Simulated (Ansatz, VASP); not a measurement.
## PbSe in VASP and in Ansatz

POSCAR

```
PbSe
1.0
    0.0000000000      2.9753706151      2.9753706151
    2.9753706151      0.0000000000      2.9753706151
    2.9753706151      2.9753706151      0.0000000000
Pb Se
1 1
Direct
    0.0000000000      0.0000000000      0.0000000000
    0.5000000000      0.5000000000      0.5000000000
```

File INCAR.step1:

```
SYSTEM = PbSe
ALGO     = Normal         ! electronic algorithm
EDIFF    = 1E-5           ! SCF threshold, eV
ENCUT    = 550            ! plane-wave cutoff, eV
GGA      = PE             ! functional
GGA_COMPAT= .False.      
ISMEAR   = 0              ! smearing method
LASPH    = .True.         ! aspherical terms in the spheres
LCHARG   = .False.        ! write CHGCAR
LREAL    = .False.        ! projectors in reciprocal space
LWAVE    = .True.         ! write WAVECAR
NBANDS   = 17             ! bands
NELM     = 120            ! most SCF steps
PREC     = Accurate       ! precision mode
SIGMA    = 0.02           ! smearing width, eV
```

INCAR.step2

```
SYSTEM = PbSe
ALGO     = Normal         ! electronic algorithm
BPARAM   = 11.95        
CPARAM   = 0.0093       
EDIFF    = 1E-6           ! SCF threshold, eV
ENCUT    = 550            ! plane-wave cutoff, eV
GGA_COMPAT= .False.      
ISIF     = 2              ! what is computed and relaxed
ISMEAR   = 0              ! smearing method
ISTART   = 1            
IVDW_NL  = 2            
LASPH    = .True.         ! aspherical terms in the spheres
LCHARG   = .False.        ! write CHGCAR
LMIXTAU  = .True.       
LREAL    = .False.        ! projectors in reciprocal space
LUSE_VDW = .True.       
LWAVE    = .False.        ! write WAVECAR
METAGGA  = R2SCAN         ! meta-GGA
NBANDS   = 17             ! bands
NELM     = 120            ! most SCF steps
PREC     = Accurate       ! precision mode
SIGMA    = 0.02           ! smearing width, eV
```

Contents of KPOINTS:

```
k-points
0
Gamma
  10 10 10
  0 0 0
```

Input for Ansatz:

```yaml
crystal:
  lattice:
    - [0.0, 2.9753706151, 2.9753706151]
    - [2.9753706151, 0.0, 2.9753706151]
    - [2.9753706151, 2.9753706151, 0.0]
  atoms:
    - { symbol: Pb, position: [0.0, 0.0, 0.0] }
    - { symbol: Se, position: [0.5, 0.5, 0.5] }
basis:
  ecutwfc: 500
kpoints:
  mp_grid: { grid: [10, 10, 10] }
hamiltonian:
  xc: r2scan
  dispersion: rvv10
  pseudopotentials: { kind: paw }
scf:
  occupations: { method: gaussian, width: 0.02 }
output:
  forces: true
  stress: true
  eigenvalues: true
```

Alike in both runs: task single point; functional r2SCAN; dispersion rVV10; k mesh 10 × 10 × 10; occupations gaussian, width 0.02 eV; no spin polarisation.

|  | VASP | Ansatz |
| --- | --- | --- |
| version | VASP 6.6.1 | Ansatz 0.2.0 |
| potentials or method | VASP PAW PBE potentials, release 64 (Pb_d, Se), cutoff 550 eV | scalar-relativistic, plane waves, PAW |
| valence electrons in the cell | 20 | 30 |

VASP gave:

* gap on the k mesh at the Fermi level (eV): 0.20
* least direct gap on the mesh (eV): 0.20
* pressure (GPa): 6.6

**Question.** Which values does Ansatz return?

**Answer.** gap on the k mesh at the Fermi level (eV): 0.20; least direct gap on the mesh (eV): 0.20; pressure (GPa): 6.3.

VASP's potentials were made for PBE, not for r2SCAN. VASP's potentials hold 20 valence electrons a cell and Ansatz's 30, so a difference there can come from the potentials and not from the codes.

Neither program's run includes spin-orbit coupling.
